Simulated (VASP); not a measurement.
## W: relaxation of cell and atoms with PBEsol

Crystal: W.

```
W
1.0
     0.00000    2.77607    2.77607
     2.77607    0.00000    2.77607
     2.77607    2.77607    0.00000
W
2
Direct
  0.12500 0.12500 0.12500
  0.87500 0.87500 0.87500
```

This isn't the form of W at room conditions, which is bcc.

```json
{"Program": "VASP 6.6.1", "Task": "relaxation of cell and atoms", "Functional": "PBEsol", "Potentials or basis": "VASP PAW PBE potentials, release 64 (W_sv)", "Cutoff": "600 eV", "k mesh": "10 × 10 × 10", "Occupations": "fermi-dirac, width 0.1 eV", "Spin": "no spin polarisation", "Dipole correction": "no", "Further INCAR settings": "ALGO = Normal; EDIFF = 1e-06; IBRION = 2; EDIFFG = -0.01; NSW = 80; ISIF = 3"}
```

```yaml
Relaxed_volume: 23.99 Å³/atom
Relaxed_cell: a = 4.079 Å, b = 4.079 Å, c = 4.079 Å, α = 60.00°, β = 60.00°, γ = 60.00°
Space_group_after_relaxing_to_0.1_Å: Fd-3m (No. 227)
Energy_gained_by_relaxing: 139.4 meV/atom
Ionic_steps: 19
Pressure_after_relaxing: -0.1 GPa
Band_gap_on_the_k_mesh: zero (bands 14 and 15 overlap by 0.90 eV)
```

Step by step:
```tsv
step	energy change (eV)	largest force (eV/Å)	pressure (GPa)	volume (Å³)
1	0.0000	0.0000	18.84	42.79
2	0.6170	0.0000	-19.23	60.34
3	-0.2774	0.0000	-1.09	48.39
4	-0.2787	0.0000	-0.13	48.03
5	-0.2787	0.0000	0.17	47.92
6	-0.2787	0.0000	0.19	47.93
7	-0.2787	0.0000	0.16	47.93
8	-0.2787	0.0000	0.15	47.93
9	-0.2787	0.0000	0.15	47.93
10	-0.2787	0.0000	0.15	47.93
11	-0.2787	0.0000	0.15	47.93
12	-0.2787	0.0000	0.16	47.93
13	-0.2787	0.0000	0.16	47.93
14	-0.2787	0.0000	0.18	47.94
15	-0.2787	0.0000	0.14	47.94
16	-0.2787	0.0000	0.11	47.95
17	-0.2788	0.0000	0.07	47.97
18	-0.2787	0.0000	-0.13	48.02
19	-0.2788	0.0000	-0.06	47.99
```

Final structure:
```
W
1.0
     0.00000    2.88427    2.88427
     2.88427    0.00000    2.88427
     2.88427    2.88427    0.00000
W
2
Cartesian
  0.7211 0.7211 0.7211
  5.0475 5.0475 5.0475
```

Levels at points of the mesh, in eV from the Fermi level:
```tsv
k point	band 11	band 12	band 13	band 14	band 15	band 16	band 17	band 18
(0.00, 0.00, 0.00)	-1.96	-1.11	-1.11	-1.11	1.58	1.58	1.58	5.46
(0.50, 0.00, 0.00)	-1.74	-1.74	-1.29	-1.29	-0.39	2.78	2.78	4.43
(0.50, 0.50, 0.00)	-1.28	-1.28	-1.20	-1.20	1.08	1.08	4.73	4.73
```

It took 2.6 min on 1 thread of Intel(R) Xeon(R) Platinum 8488C (Sapphire Rapids), on a shared host, peak memory 0.2 GiB.

Caveat: the PAW data sets were made with another functional, which shifts forces and pressure a little; spin-orbit coupling is left out, which moves the levels of the heavy elements.
